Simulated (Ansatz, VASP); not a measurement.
**Two plane-wave programs on Hg**

File INCAR:

```
SYSTEM = Hg
PREC     = Accurate       ! precision mode
ENCUT    = 520            ! plane-wave cutoff, eV
EDIFF    = 1E-7           ! SCF threshold, eV
ISMEAR   = 0              ! smearing method
SIGMA    = 0.05           ! smearing width, eV
LREAL    = .FALSE.        ! projectors in reciprocal space
LASPH    = .TRUE.         ! aspherical terms in the spheres
NELM     = 60             ! most SCF steps
ALGO     = Normal         ! electronic algorithm
ISIF     = 2              ! what is computed and relaxed
LWAVE    = .FALSE.        ! write WAVECAR
LCHARG   = .FALSE.        ! write CHGCAR
GGA      = PS             ! functional
NBANDS   = 12             ! bands
```

Contents of KPOINTS:

```
Automatic mesh
0
G
  12 12 12
  0 0 0
```

File POSCAR:

```
Hg
1.0
    0.0000000000      2.4658214417      2.4658214417
    2.4658214417      0.0000000000      2.4658214417
    2.4658214417      2.4658214417      0.0000000000
Hg
1
Direct
    0.0000000000      0.0000000000      0.0000000000
```

Input for Ansatz:

```yaml
crystal:
  lattice:
    - [0.0, 2.4658214417, 2.4658214417]
    - [2.4658214417, 0.0, 2.4658214417]
    - [2.4658214417, 2.4658214417, 0.0]
  atoms:
    - { symbol: Hg, position: [0.0, 0.0, 0.0] }
basis:
  ecutwfc: 420
kpoints:
  mp_grid: { grid: [12, 12, 12] }
hamiltonian:
  xc: pbesol
scf:
  occupations: { method: gaussian, width: 0.05 }
output:
  forces: true
  stress: true
  eigenvalues: true
```

Alike in both runs: task single point; functional PBEsol; k mesh 12 × 12 × 12; occupations gaussian, width 0.05 eV; no spin polarisation.

|  | VASP | Ansatz |
| --- | --- | --- |
| version | VASP 6.6.1 | Ansatz 0.2.0 |
| potentials or method | VASP PAW PBE potentials, release 64 (Hg), cutoff 520 eV | scalar-relativistic, plane waves, PAW |
| valence electrons in the cell | 12 | 20 |

|  | VASP | Ansatz | Ansatz less VASP |
| --- | --- | --- | --- |
| gap on the k mesh at the Fermi level (eV) | none | none | - |
| pressure (GPa) | -2.4 | -2.5 | -0.07 |

VASP's potentials were made for PBE, not for PBEsol. A gap of «none» marks a metal or a gap that the smearing closes. VASP's potentials hold 12 valence electrons a cell and Ansatz's 20, so a difference there can come from the potentials and not from the codes.

Spin-orbit coupling is off throughout.
